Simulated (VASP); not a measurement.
Write the native input for VASP 6.6.1 that does the following.

```
Task                   : relaxation of cell and atoms
Functional             : PBEsol
Potentials or basis    : VASP PAW PBE potentials, release 64 (Rb_sv, Cl)
Cutoff                 : 500 eV
k mesh                 : 6 × 6 × 6
Occupations            : gaussian, width 0.02 eV
Spin                   : no spin polarisation
Dipole correction      : no
Further INCAR settings : ALGO = Normal; EDIFF = 1e-07; IBRION = 2; EDIFFG = -0.005; NSW = 100; ISIF = 3
```

The structure of RbCl lies in POSCAR:

```
RbCl
1.0
    0.0000000000      3.2740000000      3.2740000000
    3.2740000000      0.0000000000      3.2740000000
    3.2740000000      3.2740000000      0.0000000000
Rb Cl
1 1
Direct
    0.0000000000      0.0000000000      0.0000000000
    0.5000000000      0.5000000000      0.5000000000
```

One way to write it, as run:

INCAR

```
ALGO = Normal
EDIFF = 1E-7
EDIFFG = -0.005
ENCUT = 500
GGA = PS
GGA_COMPAT = F
IBRION = 2
ISIF = 3
ISMEAR = 0
LASPH = T
LCHARG = F
LREAL = F
LWAVE = F
NELM = 120
NELMIN = 4
NSW = 100
PREC = Accurate
SIGMA = 0.02
```

KPOINTS

```
k-points
0
Gamma
  6 6 6
```

Potentials or basis: VASP PAW PBE potentials, release 64 (Rb_sv, Cl).

Command:

```sh
$ cat potpaw_PBE.64/Rb_sv/POTCAR potpaw_PBE.64/Cl/POTCAR > POTCAR
$ mpirun -np 1 vasp_std > vasp.out
```

Results of the run:

The pressure after relaxing is 0.0 GPa. The band gap on the k mesh is 4.89 eV, direct.

Caveat: the relaxation stopped at its first step, so nothing moved; the PAW data sets were made with another functional, which shifts forces and pressure a little.

Wall time 12 s on 1 thread of Intel Xeon 6975P-C, with other jobs on the host, peak memory 0.2 GiB.
